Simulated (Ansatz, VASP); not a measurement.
# One calculation of BeS, two programs

Contents of INCAR:

```
PREC = Accurate
ENCUT = 520
EDIFF = 1E-6
ISMEAR = 0
SIGMA = 0.05
LREAL = False
LASPH = True
NELM = 80
ALGO = Normal
ISIF = 2
LWAVE = False
LCHARG = False
GGA = PS
NBANDS = 11
```

File KPOINTS:

```
regular mesh
0
Gamma
  10 10 10
```

POSCAR

```
BeS
1.0
    0.0000000000      2.2558526331      2.4440440228
    2.4440440228      0.0000000000      2.4440440228
    2.4440440228      2.2558526331      0.0000000000
Be S
1 1
Direct
    0.0000000000      0.0000000000      0.0000000000
    0.7500000000      0.7500000000      0.7500000000
```

Input for Ansatz:

```yaml
crystal:
  lattice:
    - [0.0, 2.2558526331, 2.4440440228]
    - [2.4440440228, 0.0, 2.4440440228]
    - [2.4440440228, 2.2558526331, 0.0]
  atoms:
    - { symbol: Be, position: [0.0, 0.0, 0.0] }
    - { symbol: S, position: [0.75, 0.75, 0.75] }
basis:
  ecutwfc: 520.0
kpoints:
  mp_grid: { grid: [10, 10, 10] }
hamiltonian:
  xc: pbesol
scf:
  occupations: { method: gaussian, width: 0.05 }
output:
  forces: true
  stress: true
  eigenvalues: true
```

Alike in both runs: task single point; functional PBEsol; k mesh 10 × 10 × 10; occupations gaussian, width 0.05 eV; no spin polarisation.

```csv
,VASP,Ansatz
version,VASP 6.6.1,Ansatz 0.2.0
potentials or method,"VASP PAW PBE potentials, release 64 (Be, S), cutoff 520 eV","scalar-relativistic, plane waves, PAW"
valence electrons in the cell,8,8
```

VASP gave:

```
gap on the k mesh at the Fermi level (eV)                     : 2.14
least direct gap on the mesh (eV)                             : 5.31
pressure (GPa)                                                : 5.3
traceless stress, the component that is largest in VASP (GPa) : 4.39
```

Problem. Which values does Ansatz return?

Solution. gap on the k mesh at the Fermi level (eV): 2.13; least direct gap on the mesh (eV): 5.28; pressure (GPa): 5.1; traceless stress, the component that is largest in VASP (GPa): 4.42.

VASP's potentials were made for PBE, not for PBEsol. With one functional, cell and mesh, what is left measures potentials, basis and numerics.
